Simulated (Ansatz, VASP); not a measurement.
## One calculation of BeTe, two programs

```
Be Te
1.0
     0.00000    2.81851    2.81851
     2.81851    0.00000    2.81851
     2.81851    2.81851    0.00000
Be Te
1 1
Direct
  0.00000 0.00000 0.00000
  0.25000 0.25000 0.25000
```

Alike in both runs: functional r2SCAN; dispersion rVV10; k mesh 8 × 8 × 8; occupations gaussian, width 0.02 eV; no spin polarisation.

Ansatz relaxed the structure, and its values are those at the end. VASP's run is a single point on that final structure, the one shown.

```csv
,VASP,Ansatz
version,VASP 6.6.1,Ansatz 0.2.0
potentials or method,"VASP PAW PBE potentials, release 64 (Be, Te), cutoff 660 eV","scalar-relativistic, plane waves, PAW"
valence electrons in the cell,8,18
```

VASP gave:

| Property | Result |
| --- | --- |
| gap on the k mesh at the Fermi level (eV) | 2.28 |
| least direct gap on the mesh (eV) | 4.00 |
| pressure (GPa) | 0.3 |

What did Ansatz give for the same quantities?

gap on the k mesh at the Fermi level (eV): 2.29; least direct gap on the mesh (eV): 4.02; pressure (GPa): 0.0.

VASP's potentials were made for PBE, not for r2SCAN. VASP's potentials hold 8 valence electrons a cell and Ansatz's 18, so a difference there can come from the potentials and not from the codes.

Neither program's run includes spin-orbit coupling.
